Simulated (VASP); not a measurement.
# Al (Fm-3m) in VASP: further runs

Aim: see how the results for Al move with the level of theory and the settings. Levels: HSE06, PBE0. Tasks: single point.

All numbers are computed with VASP 6.6.1; they aren't measurements. Logs are shortened: lines on timing, memory, paths and dates and some standing lists are left out, and cuts for length are marked.

## (1) The cell of the first run

The structure is cubic, space group Fm-3m (No. 225). Conventional cell: a = 4.103 Å, b = 4.103 Å, c = 4.103 Å, α = 90.00°, β = 90.00°, γ = 90.00°. Within 3.8 Å of Al (site symmetry m-3m) lie 12 Al at 2.90 Å.

## (2) Single point, HSE06

The input, POSCAR:

```
Al
1.0
    0.0000000000      2.0514502267      2.0514502267
    2.0514502267      0.0000000000      2.0514502267
    2.0514502267      2.0514502267      0.0000000000
Al
1
Direct
    0.0000000000      0.0000000000      0.0000000000
```

The input, INCAR.step1:

```
PREC = Accurate
ENCUT = 520
EDIFF = 1E-5
ISMEAR = -1
SIGMA = 0.05
LREAL = F
LASPH = T
NELM = 80
ALGO = Normal
ISIF = 2
LWAVE = T
LCHARG = F
GGA = PE
NBANDS = 8
```

The input, INCAR.step2:

```
PREC = Accurate
ENCUT = 520
EDIFF = 1E-6
ISMEAR = -1
SIGMA = 0.05
LREAL = F
LASPH = T
NELM = 80
ALGO = Normal
ISIF = 2
LWAVE = F
LCHARG = F
GGA = PE
LHFCALC = T
HFSCREEN = 0.2079
PRECFOCK = Normal
ISTART = 1
NBANDS = 8
```

The input, KPOINTS:

```
regular mesh
0
Gamma
  6 6 6
```

Potentials or basis: VASP PAW PBE potentials, release 64 (Al).

Run with:

```
> cat potpaw_PBE.64/Al/POTCAR > POTCAR
> cp INCAR.step1 INCAR
> mpirun -np 1 vasp_std > vasp.out
> cp INCAR.step2 INCAR
> mpirun -np 1 vasp_std > vasp.out
```

OUTCAR:

```text
PREC = Accurate
   ENCUT = 520
   EDIFF = 1E-6
   ISMEAR = -1
   LREAL = F
   LASPH = T
   NELM = 80
   ISIF = 2
   GGA = PE
   LHFCALC = T
   HFSCREEN = 0.2079
   PRECFOCK = Normal
   ISTART = 1

 ion  position               nearest neighbor table
   1  0.000  0.000  0.000-

  LATTYP: Found a face centered cubic cell.
 ALAT       =     4.1029004534

  Lattice vectors:

 A1 = (   0.0000000000,   2.0514502267,   2.0514502267)
 A2 = (   2.0514502267,   0.0000000000,   2.0514502267)
 A3 = (   2.0514502267,   2.0514502267,   0.0000000000)

Analysis of symmetry for initial positions (statically):
=====================================================================
 Subroutine PRICEL returns:
 Original cell was already a primitive cell.

 Routine SETGRP: Setting up the symmetry group for a
 face centered cubic supercell.

 Subroutine GETGRP returns: Found 48 space group operations
 (whereof 48 operations were pure point group operations)
 out of a pool of 48 trial point group operations.

The static configuration has the point symmetry O_h .

Analysis of symmetry for dynamics (positions and initial velocities):
=====================================================================
 Subroutine PRICEL returns:
 Original cell was already a primitive cell.

 Routine SETGRP: Setting up the symmetry group for a
 face centered cubic supercell.

 Subroutine GETGRP returns: Found 48 space group operations
 (whereof 48 operations were pure point group operations)
 out of a pool of 48 trial point group operations.

The dynamic configuration has the point symmetry O_h .

 Subroutine INISYM returns: Found 48 space group operations
 (whereof 48 operations are pure point group operations),
 and found     1 'primitive' translations

----------------------------------------------------------------------------------------

                                     Primitive cell

  volume of cell :      17.2668

  direct lattice vectors                    reciprocal lattice vectors
     0.000000000  2.051450227  2.051450227    -0.243730018  0.243730018  0.243730018
     2.051450227  0.000000000  2.051450227     0.243730018 -0.243730018  0.243730018
     2.051450227  2.051450227  0.000000000     0.243730018  0.243730018 -0.243730018

[... 78 lines left out ...]
   ISIF   =      2    stress and relaxation
   ISYM   =      3    0-nonsym 1-usesym 2-fastsym
   POTIM  = 0.5000    time-step for ionic-motion
   TEBEG  =    0.0;   TEEND  =   0.0 temperature during run
   PSTRESS=    0.0 pullay stress
   NELECT =       3.0000    total number of electrons
   NUPDOWN=      -1.0000    fix difference up-down
   EMIN   =  10.00;   EMAX   =-10.00  energy-range for DOS
   EFERMI =   0.00;   METHOD = LEGACY
   ISMEAR =    -1;   SIGMA  =   0.05  broadening in eV -4-tet -1-fermi 0-gaus
   EFERMI_NEDOS =   21; number of points for ismear=-14 and -15
   IALGO  =     38    algorithm
   IMIX   =      1    mixing-type and parameters
     AMIX     =   0.40;   BMIX     =  1.00
     AMIX_MAG =   1.60;   BMIX_MAG =  1.00
  volume/ion in A,a.u.               =      17.27       116.52
  Fermi-wavevector in a.u.,A,eV,Ry     =   0.913505  1.726274 11.353945  0.834491
  Thomas-Fermi vector in A             =   2.038024
   LORBIT       =      0    0 simple, 1 ext, 2 COOP (PROOUT), +10 PAW based schemes
   GGA     = PE    functional components
   LHFCALC =     T    Hartree Fock is set to
   PRECFOCK=normal    Normal, Fast or Accurate (Low or Medium for compatibility)
   ENCUT4O =  -1.0   cutoff for four orbital integrals eV
   NKREDX  =     1    reduce k-point grid by
   NKREDY  =     1    reduce k-point grid by
   NKREDZ  =     1    reduce k-point grid by
   AEXX    =    0.2500 exact exchange contribution
   HFSCREEN=    0.2079 screening length (either q_TF or 0.3 A-1)
   HFSCREENC=   0.2079 screening length for correlation (either q_TF or 0.3 A-1)
   ENCUTFOCK=  -1.0 apply spherical cutoff to Coloumb kernel
   IVDW    =     0    specifies the selected vdW correction
   LEPSILON=     F    determine dielectric tensor
   LRPA    =     F    only Hartree local field effects (RPA)
 non-spin polarized calculation
  energy-cutoff  :      520.00
  volume of cell :       17.27
 maximum number of plane-waves:       483
 NGX is ok and might be reduce to    24
  NGX = 18; NGY = 18; NGZ = 18

 number of electron       3.0000000 magnetization

 Free energy of the ion-electron system (eV)
  ---------------------------------------------------
  ext. energy  EPLUGINS =         0.00000000
  ---------------------------------------------------
  free energy    TOTEN  =        -4.16743757 eV

  energy without entropy =       -4.16315405  energy(sigma->0) =       -4.16529581

 E-fermi :   7.9250     XC(G=0):  -8.2877

 val. band max:        6.8448487284   @ k =  -0.3333   0.5000   0.1667
 cond. band min:       7.9466402736   @ k =  -0.3333   0.3333   0.0000
 fundamental gap:      1.1017915453
 Fermi energy:         7.9250126743

 k-point     1 :       0.0000    0.0000    0.0000
  band No.  band energies     occupation
      1      -4.8343      2.00000
      2      20.9563      0.00000
      3      20.9563      0.00000
      4      20.9563      0.00000
      5      22.1385      0.00000
      6      22.1385      0.00000
      7      22.1385      0.00000
      8      24.6147      0.00000
[... 155 lines left out ...]
 k-point    16 :      -0.3333    0.5000    0.1667
  band No.  band energies     occupation
      1       5.3127      2.00000
      2       6.8448      2.00000
      3       8.4557      0.00005
      4      10.0417      0.00000
      5      20.1497      0.00000
      6      21.8593      0.00000
      7      28.3133      0.00000
      8      29.3064      0.00000

------------------------ aborting loop because EDIFF is reached ----------------------------------------

  FORCE on cell =-STRESS in cart. coord.  units (eV):
  Direction    XX          YY          ZZ          XY          YZ          ZX
  --------------------------------------------------------------------------------------
  -------------------------------------------------------------------------------------
  Total       -0.3937207     -0.3937207     -0.3937207      0.0000000     -0.0000000      0.0000000
  in kB      -36.5330422    -36.5330422    -36.5330422      0.0000000     -0.0000000      0.0000000
  external PRESSURE =     -36.5330422 kB  Pullay stress =       0.0000000 kB

 VOLUME and BASIS-vectors are now :
 -----------------------------------------------------------------------------
  energy-cutoff  :      520.00
  volume of cell :       17.27
      direct lattice vectors                 reciprocal lattice vectors
     0.000000000  2.051450227  2.051450227    -0.243730018  0.243730018  0.243730018
     2.051450227  0.000000000  2.051450227     0.243730018 -0.243730018  0.243730018
     2.051450227  2.051450227  0.000000000     0.243730018  0.243730018 -0.243730018

 POSITION                                       TOTAL-FORCE (eV/Angst)
 -----------------------------------------------------------------------------------
      0.00000      0.00000      0.00000         0.000000     -0.000000      0.000000
 -----------------------------------------------------------------------------------
    total drift:                                0.000013      0.000016      0.000016

  FREE ENERGIE OF THE ION-ELECTRON SYSTEM (eV)
  ---------------------------------------------------
  free  energy   TOTEN  =        -4.1674375708 eV

  energy  without entropy=       -4.1631540513  energy(sigma->0) =       -4.16529581
```

OUTCAR.step1:

```text
PREC = Accurate
   ENCUT = 520
   EDIFF = 1E-5
   ISMEAR = -1
   LREAL = F
[... 381 lines left out ...]

 POSITION                                       TOTAL-FORCE (eV/Angst)
 -----------------------------------------------------------------------------------
      0.00000      0.00000      0.00000         0.000000      0.000000     -0.000000
 -----------------------------------------------------------------------------------
    total drift:                                0.000000     -0.000000     -0.000000

  FREE ENERGIE OF THE ION-ELECTRON SYSTEM (eV)
  ---------------------------------------------------
  free  energy   TOTEN  =        -3.8073494060 eV

  energy  without entropy=       -3.8031621967  energy(sigma->0) =       -3.80525580
```

OSZICAR.step1:

```text
N       E                     dE             d eps       ncg     rms          rms(c)
DAV:   1    -0.204237885088E+01   -0.20424E+01   -0.89103E+02   256   0.213E+02
DAV:   2    -0.382170921940E+01   -0.17793E+01   -0.17150E+01   408   0.197E+01
DAV:   3    -0.382897279265E+01   -0.72636E-02   -0.72634E-02   304   0.145E+00
DAV:   4    -0.382900000000E+01   -0.27207E-04   -0.27208E-04   400   0.789E-02
DAV:   5    -0.382900000298E+01   -0.29767E-08   -0.19387E-08   304   0.870E-04    0.120E+00
DAV:   6    -0.381640898803E+01    0.12591E-01   -0.18791E-03   320   0.202E-01    0.699E-01
DAV:   7    -0.380735689814E+01    0.90521E-02   -0.55364E-03   336   0.326E-01    0.138E-01
DAV:   8    -0.380734940604E+01    0.74921E-05   -0.12890E-05   344   0.255E-02
   1 F= -.38073494E+01 E0= -.38052558E+01  d E =-.418721E-02
```

Wall time 3 min (1 thread of Intel Xeon 8259CL, shared host); peak memory 0.23 GiB.

Results:

```
Free energy            : -4.1674 eV
Pressure               : -3.7 GPa
Band gap on the k mesh : zero (an odd number of electrons rules out a gap without spin polarisation)
```

Caveat: the k points lie up to 0.44 Å⁻¹ apart, too coarse for converged energies and pressures of a metal; the PAW data sets were made with another functional, which shifts forces and pressure a little.

## (3) Single point, PBE0

This run uses another cell than the first one, of 16.60 Å³/atom.

The input, POSCAR:

```
Al
1.0
    0.0000000000      2.0248050000      2.0248050000
    2.0248050000      0.0000000000      2.0248050000
    2.0248050000      2.0248050000      0.0000000000
Al
1
Direct
    0.0000000000      0.0000000000      0.0000000000
```

The input, INCAR.step1:

```
SYSTEM = Al
PREC     = Accurate       ! precision mode
ENCUT    = 520            ! plane-wave cutoff, eV
EDIFF    = 1E-5           ! SCF threshold, eV
ISMEAR   = -1             ! smearing method
SIGMA    = 0.05           ! smearing width, eV
LREAL    = .False.        ! projectors in reciprocal space
LASPH    = .True.         ! aspherical terms in the spheres
NELM     = 100            ! most SCF steps
ALGO     = Normal         ! electronic algorithm
ISIF     = 2              ! what is computed and relaxed
LWAVE    = .True.         ! write WAVECAR
LCHARG   = .False.        ! write CHGCAR
GGA      = PE             ! functional
NBANDS   = 8              ! bands
```

The input, INCAR.step2:

```
SYSTEM = Al
PREC     = Accurate       ! precision mode
ENCUT    = 520            ! plane-wave cutoff, eV
EDIFF    = 1E-7           ! SCF threshold, eV
ISMEAR   = -1             ! smearing method
SIGMA    = 0.05           ! smearing width, eV
LREAL    = .False.        ! projectors in reciprocal space
LASPH    = .True.         ! aspherical terms in the spheres
NELM     = 100            ! most SCF steps
ALGO     = Normal         ! electronic algorithm
ISIF     = 2              ! what is computed and relaxed
LWAVE    = .False.        ! write WAVECAR
LCHARG   = .False.        ! write CHGCAR
GGA      = PE             ! functional
LHFCALC  = .True.         ! exact exchange
AEXX     = 0.25           ! exact-exchange fraction
PRECFOCK = Normal       
ISTART   = 1            
NBANDS   = 8              ! bands
```

The input, KPOINTS:

```
regular mesh
0
Gamma
  6 6 6
  0 0 0
```

Potentials or basis: VASP PAW PBE potentials, release 64 (Al).

Run with:

```
> cat potpaw_PBE.64/Al/POTCAR > POTCAR
> cp INCAR.step1 INCAR
> mpirun -np 1 vasp_std > vasp.out
> cp INCAR.step2 INCAR
> mpirun -np 1 vasp_std > vasp.out
```

It took 77 s on 1 thread of Intel Xeon 8259CL, shared host; peak memory 0.13 GiB.

It converged, with:

```yaml
Free_energy: -4.4944 eV
Pressure: -1.2 GPa
Band_gap_on_the_k_mesh: zero (an odd number of electrons rules out a gap without spin polarisation)
```

Levels at points of the mesh, in eV from the Fermi level:
```
           k point  band 1  band 2  band 3  band 4  band 5
(0.00, 0.00, 0.00)  -13.63   13.54   13.54   13.54   15.02
(0.50, 0.00, 0.00)   -6.20   -5.94   12.23   12.23   12.30
(0.50, 0.50, 0.00)   -4.26   -2.60    5.75    6.10    6.10
```

Caveat: the k points lie up to 0.45 Å⁻¹ apart, too coarse for converged energies and pressures of a metal; the PAW data sets were made with another functional, which shifts forces and pressure a little.
